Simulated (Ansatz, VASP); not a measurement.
One calculation of BiP, two programs

```xyz
2
Lattice="3.9553 0.0000 0.0000 -1.9777 3.4254 0.0000 0.0000 0.0000 3.8602" Properties=species:S:1:pos:R:3 pbc="T T T"
Bi    0.0000    0.0000    0.0000
P     1.9777    1.1418    1.9301
```

Alike in both runs: task relaxation of cell and atoms; functional PBEsol; k mesh 10 × 10 × 10; occupations gaussian, width 0.05 eV; no spin polarisation.

|  | VASP | Ansatz |
| --- | --- | --- |
| version | VASP 6.6.1 | Ansatz 0.2.0 |
| potentials or method | VASP PAW PBE potentials, release 64 (Bi_d, P), cutoff 600 eV | scalar-relativistic, plane waves, PAW |
| valence electrons in the cell | 20 | 20 |

|  | VASP | Ansatz | Ansatz less VASP |
| --- | --- | --- | --- |
| gap on the k mesh at the Fermi level, each at its own relaxed structure (eV) | none | none | - |
| relaxed volume (Å³/atom) | 24.22 | 24.18 | -0.038 |
| relaxed length of the cell vector where the two differ most in proportion (Å) | 3.874 | 3.872 | -0.0024 |

VASP's potentials were made for PBE, not for PBEsol. A gap of «none» marks a metal or a gap that the smearing closes.

Neither program's run includes spin-orbit coupling.
